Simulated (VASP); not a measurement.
# ZnO (P6_3mc) in VASP: a series of runs, part 2 of 2

VASP 6.6.1. Earlier steps stand in the parts before.

### Step 4. Single point, PBE

This run uses another cell than the first one: it holds 4 atoms, not 12.

Input file INCAR:

```
ALGO = Normal ; EDIFF = 1E-7
ENCUT = 520 ; GGA = PE
ISIF = 2 ; ISMEAR = 0
LASPH = True ; LCHARG = True
LELF = True ; LREAL = False
LVHAR = True ; LWAVE = False
NBANDS = 26 ; NELM = 100
PREC = Accurate ; SIGMA = 0.01
```

Input file KPOINTS:

```
k-points
0
Gamma
  12 12 6
```

Input file POSCAR:

```
ZnO
1.0
    3.2793907959      0.0000000000      0.0000000000
   -1.6396953979      2.8400357382      0.0000000000
    0.0000000000      0.0000000000      5.2932332175
Zn O
2 2
Direct
    0.6666666667      0.3333333333      0.5006044103
    0.3333333333      0.6666666667      0.0006044103
    0.6666666667      0.3333333333      0.8797055897
    0.3333333333      0.6666666667      0.3797055897
```

Potentials or basis: VASP PAW PBE potentials, release 64 (Zn, O).

Command:

```sh
$ cat potpaw_PBE.64/Zn/POTCAR potpaw_PBE.64/O/POTCAR > POTCAR
$ mpirun -np 1 vasp_std > vasp.out
```

OUTCAR:

```text
EDIFF = 1E-7
   ENCUT = 520
   GGA = PE
   ISIF = 2
   ISMEAR = 0
   LASPH = True
   LREAL = False
   NELM = 100
   PREC = Accurate

 ion  position               nearest neighbor table
   1  0.667  0.333  0.501-   4 2.00   4 2.00   4 2.00   3 2.01
   2  0.333  0.667  0.001-   3 2.00   3 2.00   3 2.00   4 2.01
   3  0.667  0.333  0.880-   2 2.00   2 2.00   2 2.00   1 2.01
   4  0.333  0.667  0.380-   1 2.00   1 2.00   1 2.00   2 2.01

  LATTYP: Found a hexagonal cell.
[... 889 lines left out ...]
     25      14.1275      0.00000
     26      14.6834      0.00000

 [... further k-points ...]
[... 5 lines left out ...]
  --------------------------------------------------------------------------------------
  -------------------------------------------------------------------------------------
  Total        0.2832721      0.2832721      0.2821093      0.0000000      0.0000000      0.0000000
  in kB        9.2061161      9.2061161      9.1683235      0.0000000      0.0000000      0.0000000
  external PRESSURE =       9.1935185 kB  Pullay stress =       0.0000000 kB

 VOLUME and BASIS-vectors are now :
 -----------------------------------------------------------------------------
  energy-cutoff  :      520.00
  volume of cell :       49.30
      direct lattice vectors                 reciprocal lattice vectors
     3.279390796  0.000000000  0.000000000     0.304934685  0.176054123  0.000000000
    -1.639695398  2.840035738  0.000000000     0.000000000  0.352108245  0.000000000
     0.000000000  0.000000000  5.293233218     0.000000000  0.000000000  0.188920450

 POSITION                                       TOTAL-FORCE (eV/Angst)
 -----------------------------------------------------------------------------------
      1.63970      0.94668      2.64982        -0.000000      0.000000      0.001399
     -0.00000      1.89336      0.00320         0.000000      0.000000      0.001399
      1.63970      0.94668      4.65649        -0.000000      0.000000     -0.001399
     -0.00000      1.89336      2.00987         0.000000     -0.000000     -0.001399
 -----------------------------------------------------------------------------------
    total drift:                               -0.000001     -0.000001     -0.001021

  FREE ENERGIE OF THE ION-ELECTRON SYSTEM (eV)
  ---------------------------------------------------
  free  energy   TOTEN  =       -17.8609569739 eV

  energy  without entropy=      -17.8609569739  energy(sigma->0) =      -17.86095697
```

OSZICAR:

```text
N       E                     dE             d eps       ncg     rms          rms(c)
DAV:   1     0.295184852615E+03    0.29518E+03   -0.18136E+04  4008   0.199E+03
DAV:   2     0.111890641176E+02   -0.28400E+03   -0.26642E+03  4136   0.408E+02
DAV:   3    -0.204760678459E+02   -0.31665E+02   -0.31234E+02  4318   0.138E+02
DAV:   4    -0.211019902699E+02   -0.62592E+00   -0.62452E+00  4414   0.200E+01
DAV:   5    -0.211051021379E+02   -0.31119E-02   -0.31117E-02  4326   0.146E+00    0.141E+01
DAV:   6    -0.176967672229E+02    0.34083E+01   -0.67502E+00  6252   0.626E+01    0.848E+00
DAV:   7    -0.179000139502E+02   -0.20325E+00   -0.29464E+00  4086   0.172E+01    0.511E+00
DAV:   8    -0.179091601423E+02   -0.91462E-02   -0.52058E-01  5662   0.738E+00    0.164E+00
DAV:   9    -0.178583139805E+02    0.50846E-01   -0.10438E-01  5730   0.633E+00    0.301E-01
DAV:  10    -0.178608187939E+02   -0.25048E-02   -0.35718E-02  4018   0.134E+00    0.123E-01
DAV:  11    -0.178609338533E+02   -0.11506E-03   -0.66969E-04  4304   0.462E-01    0.443E-02
DAV:  12    -0.178609496258E+02   -0.15772E-04   -0.19065E-04  5146   0.402E-01    0.158E-02
DAV:  13    -0.178609617273E+02   -0.12102E-04   -0.37287E-05  4420   0.987E-02    0.187E-02
DAV:  14    -0.178609573137E+02    0.44136E-05   -0.16571E-05  4364   0.354E-02    0.192E-03
DAV:  15    -0.178609571307E+02    0.18305E-06   -0.11610E-06  4058   0.913E-03    0.762E-04
DAV:  16    -0.178609570145E+02    0.11615E-06   -0.99752E-09  2456   0.133E-03    0.514E-04
DAV:  17    -0.178609569739E+02    0.40665E-07   -0.16997E-08  2002   0.260E-03
   1 F= -.17860957E+02 E0= -.17860957E+02  d E =-.750082E-44
```

Run time: 55 s. Hardware: 1 thread of AMD EPYC 9R14 (Zen 4), shared host; peak memory 0.18 GiB.

Results:

* Free energy: -17.8610 eV
* Pressure: 0.9 GPa
* Band gap on the k mesh: 0.73 eV, direct

Levels at points of the mesh, in eV from the valence-band top:
| k point | band 14 | band 15 | band 16 | band 17 | band 18 | band 19 | band 20 | band 21 | band 22 | band 23 |
| --- | --- | --- | --- | --- | --- | --- | --- | --- | --- | --- |
| (0.00, 0.00, 0.00) | -0.75 | -0.75 | -0.08 | 0.00 | 0.00 | 0.73 | 5.09 | 8.07 | 12.73 | 12.73 |
| (0.50, 0.00, 0.00) | -3.44 | -2.72 | -2.15 | -1.23 | -0.79 | 5.62 | 6.82 | 7.52 | 8.27 | 10.40 |
| (0.00, 0.00, 0.50) | -2.23 | -0.37 | -0.37 | -0.37 | -0.37 | 3.36 | 3.36 | 9.91 | 9.91 | 13.01 |
| (0.50, 0.00, 0.50) | -3.69 | -1.43 | -1.43 | -1.32 | -1.32 | 5.64 | 5.64 | 8.23 | 8.23 | 11.15 |

### Step 5. Single point, PBE

This run uses another cell than the first one: it holds 4 atoms, not 12.

INCAR is that of step 4.

KPOINTS is that of step 4.

Input file POSCAR:

```
ZnO
1.0
    3.2793907794      0.0000000000      0.0000000000
   -1.6396953897      2.8400357239      0.0000000000
    0.0000000000      0.0000000000      5.2932331742
Zn O
2 2
Direct
    0.6666666667      0.3333333333      0.5006044116
    0.3333333333      0.6666666667      0.0006044116
    0.6666666667      0.3333333333      0.8797055884
    0.3333333333      0.6666666667      0.3797055884
```

Potentials or basis: VASP PAW PBE potentials, release 64 (Zn, O).

Command:

```sh
$ cat potpaw_PBE.64/Zn/POTCAR potpaw_PBE.64/O/POTCAR > POTCAR
$ mpirun -np 1 vasp_std > vasp.out
```

OUTCAR:

```text
EDIFF = 1E-7
   ENCUT = 520
   GGA = PE
   ISIF = 2
   ISMEAR = 0
   LASPH = True
   LREAL = False
   NELM = 100
   PREC = Accurate

 ion  position               nearest neighbor table
   1  0.667  0.333  0.501-   4 2.00   4 2.00   4 2.00   3 2.01
   2  0.333  0.667  0.001-   3 2.00   3 2.00   3 2.00   4 2.01
   3  0.667  0.333  0.880-   2 2.00   2 2.00   2 2.00   1 2.01
   4  0.333  0.667  0.380-   1 2.00   1 2.00   1 2.00   2 2.01

  LATTYP: Found a hexagonal cell.
 ALAT       =     3.2793907794
 C/A-ratio  =     1.6140903998

  Lattice vectors:

 A1 = (   3.2793907794,   0.0000000000,   0.0000000000)
 A2 = (  -1.6396953897,   2.8400357239,   0.0000000000)
 A3 = (   0.0000000000,   0.0000000000,   5.2932331742)

Analysis of symmetry for initial positions (statically):
=====================================================================
 Subroutine PRICEL returns:
 Original cell was already a primitive cell.

 Routine SETGRP: Setting up the symmetry group for a
 hexagonal supercell.

 Subroutine GETGRP returns: Found 12 space group operations
 (whereof  6 operations were pure point group operations)
 out of a pool of 24 trial point group operations.

The static configuration has the point symmetry C_3v.
 The point group associated with its full space group is C_6v.

Analysis of symmetry for dynamics (positions and initial velocities):
=====================================================================
 Subroutine PRICEL returns:
 Original cell was already a primitive cell.

 Routine SETGRP: Setting up the symmetry group for a
 hexagonal supercell.

 Subroutine GETGRP returns: Found 12 space group operations
 (whereof  6 operations were pure point group operations)
 out of a pool of 24 trial point group operations.

[... 114 lines left out ...]
   TEBEG  =    0.0;   TEEND  =   0.0 temperature during run
   PSTRESS=    0.0 pullay stress
   NELECT =      36.0000    total number of electrons
   NUPDOWN=      -1.0000    fix difference up-down
   EMIN   =  10.00;   EMAX   =-10.00  energy-range for DOS
   EFERMI =   0.00;   METHOD = LEGACY
   ISMEAR =     0;   SIGMA  =   0.01  broadening in eV -4-tet -1-fermi 0-gaus
   EFERMI_NEDOS =   21; number of points for ismear=-14 and -15
   IALGO  =     38    algorithm
   IMIX   =      4    mixing-type and parameters
     AMIX     =   0.40;   BMIX     =  1.00
     AMIX_MAG =   1.60;   BMIX_MAG =  1.00
  volume/ion in A,a.u.               =      12.32        83.17
  Fermi-wavevector in a.u.,A,eV,Ry     =   1.474222  2.785876 29.569972  2.173332
  Thomas-Fermi vector in A             =   2.589020
   LORBIT       =      0    0 simple, 1 ext, 2 COOP (PROOUT), +10 PAW based schemes
   GGA     = PE    functional components
   LHFCALC =     F    Hartree Fock is set to
   AEXX    =    0.0000 exact exchange contribution
   IVDW    =     0    specifies the selected vdW correction
   LEPSILON=     F    determine dielectric tensor
   LRPA    =     F    only Hartree local field effects (RPA)
 non-spin polarized calculation
 Gauss-broadening in eV      SIGMA  =   0.01
  energy-cutoff  :      520.00
  volume of cell :       49.30
 maximum number of plane-waves:      1350
   NGX = 13   NGY = 13   NGZ = 19

 number of electron      36.0000039 magnetization

 Free energy of the ion-electron system (eV)
  ---------------------------------------------------
  ext. energy  EPLUGINS =         0.00000000
  ---------------------------------------------------
  free energy    TOTEN  =       -17.86095697 eV

  energy without entropy =      -17.86095697  energy(sigma->0) =      -17.86095697

 E-fermi :   0.9908     XC(G=0): -10.7259

 val. band max:        0.8957044856   @ k =   0.0000   0.0000   0.0000
 cond. band min:       1.6236720589   @ k =   0.0000   0.0000   0.0000
 fundamental gap:      0.7279675733
 Fermi energy:         0.9907587377

 k-point     1 :       0.0000    0.0000    0.0000
  band No.  band energies     occupation
      1     -16.9231      2.00000
      2     -16.2557      2.00000
      3      -4.6418      2.00000
      4      -4.6418      2.00000
      5      -4.6020      2.00000
      6      -4.4875      2.00000
[... 685 lines left out ...]
     25      14.1275      0.00000
     26      14.6834      0.00000

 [... further k-points ...]
[... 5 lines left out ...]
  --------------------------------------------------------------------------------------
  -------------------------------------------------------------------------------------
  Total        0.2832727      0.2832727      0.2821104      0.0000000     -0.0000000      0.0000000
  in kB        9.2061349      9.2061349      9.1683601      0.0000000     -0.0000000      0.0000000
  external PRESSURE =       9.1935433 kB  Pullay stress =       0.0000000 kB

 VOLUME and BASIS-vectors are now :
 -----------------------------------------------------------------------------
  energy-cutoff  :      520.00
  volume of cell :       49.30
      direct lattice vectors                 reciprocal lattice vectors
     3.279390779  0.000000000  0.000000000     0.304934687  0.176054123  0.000000000
    -1.639695390  2.840035724  0.000000000     0.000000000  0.352108247  0.000000000
     0.000000000  0.000000000  5.293233174     0.000000000  0.000000000  0.188920451

 POSITION                                       TOTAL-FORCE (eV/Angst)
 -----------------------------------------------------------------------------------
      1.63970      0.94668      2.64982        -0.000000      0.000000      0.001398
     -0.00000      1.89336      0.00320         0.000000     -0.000000      0.001398
      1.63970      0.94668      4.65649         0.000000      0.000000     -0.001398
     -0.00000      1.89336      2.00987         0.000000     -0.000000     -0.001398
 -----------------------------------------------------------------------------------
    total drift:                               -0.000001     -0.000001     -0.001021

  FREE ENERGIE OF THE ION-ELECTRON SYSTEM (eV)
  ---------------------------------------------------
  free  energy   TOTEN  =       -17.8609569688 eV

  energy  without entropy=      -17.8609569688  energy(sigma->0) =      -17.86095697
```

stdout:

```text
POSCAR found type information on POSCAR ZnO
 POSCAR found :  2 types and       4 ions
 scaLAPACK will be used
 LDA part: xc-table for (Slater+PW92), standard interpolation
 POSCAR, INCAR and KPOINTS ok, starting setup
 FFT: planning ... GRIDC
 FFT: planning ... GRID_SOFT
 FFT: planning ... GRID
 WAVECAR not read
 entering main loop
```

Run time: 32 s. Hardware: 1 thread of Intel Xeon 6975P-C (Granite Rapids), shared host; peak memory 0.21 GiB.

Results:

```yaml
Free_energy: -17.8610 eV
Pressure: 0.9 GPa
Band_gap_on_the_k_mesh: 0.73 eV, direct
```

### Step 6. Single point, PBE (uniaxial strain along c: +4.0 %, then relaxed in part)

Input file INCAR:

```
ALGO = Normal ; EDIFF = 1E-6
ENCUT = 520 ; GGA = PE
ISIF = 2 ; ISMEAR = 0
LASPH = T ; LCHARG = F
LREAL = F ; LWAVE = F
NBANDS = 26 ; NELM = 100
PREC = Accurate ; SIGMA = 0.02
```

KPOINTS is that of step 5.

Input file POSCAR:

```
ZnO
1.0
    3.2407654093      0.0000000000      0.0000000000
   -1.6203827046      2.8065851721      0.0000000000
    0.0000000000      0.0000000000      5.5049624914
Zn O
2 2
Direct
    0.6666666659      0.3333333341      0.5061177229
    0.3333333341      0.6666666659      0.0061177229
    0.6666666676      0.3333333324      0.8741922771
    0.3333333324      0.6666666676      0.3741922771
```

Potentials or basis: VASP PAW PBE potentials, release 64 (Zn, O).

Command:

```sh
$ cat potpaw_PBE.64/Zn/POTCAR potpaw_PBE.64/O/POTCAR > POTCAR
$ mpirun -np 1 vasp_std > vasp.out
```

OUTCAR:

```text
EDIFF = 1E-6
   ENCUT = 520
   GGA = PE
   ISIF = 2
   ISMEAR = 0
   LASPH = T
   LREAL = F
   NELM = 100
   PREC = Accurate

 ion  position               nearest neighbor table
   1  0.667  0.333  0.506-   4 2.01   4 2.01   4 2.01   3 2.03
   2  0.333  0.667  0.006-   3 2.01   3 2.01   3 2.01   4 2.03
   3  0.667  0.333  0.874-   2 2.01   2 2.01   2 2.01   1 2.03
   4  0.333  0.667  0.374-   1 2.01   1 2.01   1 2.01   2 2.03

  LATTYP: Found a hexagonal cell.
[... 203 lines left out ...]
      6      -4.6836      2.00000
[... 685 lines left out ...]
     25      13.9213      0.00000
     26      14.6567      0.00000

 [... further k-points ...]
[... 5 lines left out ...]
  --------------------------------------------------------------------------------------
  -------------------------------------------------------------------------------------
  Total        0.2653681      0.2653681     -1.7064149      0.0000000      0.0000000      0.0000000
  in kB        8.4913975      8.4913975    -54.6028144      0.0000000      0.0000000      0.0000000
  external PRESSURE =     -12.5400065 kB  Pullay stress =       0.0000000 kB

 VOLUME and BASIS-vectors are now :
 -----------------------------------------------------------------------------
  energy-cutoff  :      520.00
  volume of cell :       50.07
      direct lattice vectors                 reciprocal lattice vectors
     3.240765409  0.000000000  0.000000000     0.308569080  0.178152441  0.000000000
    -1.620382705  2.806585172  0.000000000     0.000000000  0.356304883  0.000000000
     0.000000000  0.000000000  5.504962491     0.000000000  0.000000000  0.181654280

 POSITION                                       TOTAL-FORCE (eV/Angst)
 -----------------------------------------------------------------------------------
      1.62038      0.93553      2.78616         0.000000     -0.000000      0.013506
      0.00000      1.87106      0.03368         0.000000      0.000000      0.013506
      1.62038      0.93553      4.81240        -0.000000      0.000000     -0.013506
     -0.00000      1.87106      2.05991         0.000000     -0.000000     -0.013506
 -----------------------------------------------------------------------------------
    total drift:                                0.000001     -0.000001      0.000294

  FREE ENERGIE OF THE ION-ELECTRON SYSTEM (eV)
  ---------------------------------------------------
  free  energy   TOTEN  =       -17.8296500809 eV

  energy  without entropy=      -17.8296500809  energy(sigma->0) =      -17.82965008
```

OSZICAR:

```text
N       E                     dE             d eps       ncg     rms          rms(c)
DAV:   1     0.288998284925E+03    0.28900E+03   -0.18222E+04  4016   0.199E+03
DAV:   2     0.105317898559E+02   -0.27847E+03   -0.26086E+03  4128   0.402E+02
DAV:   3    -0.204743159622E+02   -0.31006E+02   -0.30586E+02  4424   0.137E+02
DAV:   4    -0.210881669302E+02   -0.61385E+00   -0.61249E+00  4468   0.198E+01
DAV:   5    -0.210911812155E+02   -0.30143E-02   -0.30140E-02  4342   0.144E+00    0.138E+01
DAV:   6    -0.176705436502E+02    0.34206E+01   -0.68317E+00  6256   0.635E+01    0.827E+00
DAV:   7    -0.178713647483E+02   -0.20082E+00   -0.29739E+00  4138   0.173E+01    0.500E+00
DAV:   8    -0.178788146749E+02   -0.74499E-02   -0.54386E-01  5456   0.734E+00    0.165E+00
DAV:   9    -0.178272474937E+02    0.51567E-01   -0.10800E-01  5806   0.649E+00    0.306E-01
DAV:  10    -0.178295096119E+02   -0.22621E-02   -0.34153E-02  4028   0.140E+00    0.116E-01
DAV:  11    -0.178296564222E+02   -0.14681E-03   -0.89834E-04  4416   0.669E-01    0.603E-02
DAV:  12    -0.178296387617E+02    0.17660E-04   -0.24711E-04  5442   0.468E-01    0.156E-02
DAV:  13    -0.178296543730E+02   -0.15611E-04   -0.48609E-05  4166   0.745E-02    0.179E-02
DAV:  14    -0.178296503246E+02    0.40484E-05   -0.13870E-05  4558   0.322E-02    0.236E-03
DAV:  15    -0.178296500809E+02    0.24371E-06   -0.77232E-07  2792   0.988E-03
   1 F= -.17829650E+02 E0= -.17829650E+02  d E =-.519948E-35
```

Run time: 30 s. Hardware: 1 thread of Intel Xeon 6975P-C (Granite Rapids), shared host; peak memory 0.22 GiB.

What came out:

```
Free energy            : -17.8297 eV
Pressure               : -1.3 GPa
Largest force          : 0.014 eV/Å
Band gap on the k mesh : 0.62 eV, direct
```

Forces in eV/Å, atoms in the order of the input:
```
Zn   0.000  0.000  0.014
Zn   0.000  0.000  0.014
O    0.000  0.000 -0.014
O    0.000  0.000 -0.014
```

Caveat: the cell differs from its parent crystal (uniaxial strain along c: +4.0 %, then relaxed in part).

### Step 7. Overview

```csv
level,cell,k mesh,smearing,gap on the mesh (eV),pressure (GPa)
PBE,"a = 5.293, b = 5.680, c = 5.680 Å, angles 120.0, 90.0, 90.0°, 12 atoms",3 × 3 × 3,gaussian 0.01 eV,0.73,0.9
revPBE,"a = 5.293, b = 5.680, c = 5.680 Å, angles 120.0, 90.0, 90.0°, 12 atoms",3 × 3 × 3,gaussian 0.01 eV,0.80,4.3
PBE,"a = 3.279, b = 3.279, c = 5.293 Å, angles 90.0, 90.0, 120.0°, 4 atoms",12 × 12 × 6,gaussian 0.01 eV,0.73,0.9
PBE,"a = 3.241, b = 3.241, c = 5.505 Å, angles 90.0, 90.0, 120.0°, 4 atoms",12 × 12 × 6,gaussian 0.02 eV,0.62,-1.3
```

Alike in all rows: task single point; potentials or basis VASP PAW PBE potentials, release 64 (Zn, O); no spin polarisation; cutoff (eV) 520.

Caveats: some runs use coarse meshes; the PAW data sets were made with another functional, which shifts forces and pressure a little (some runs).

Absolute energies hang on the potentials; compare differences alone.
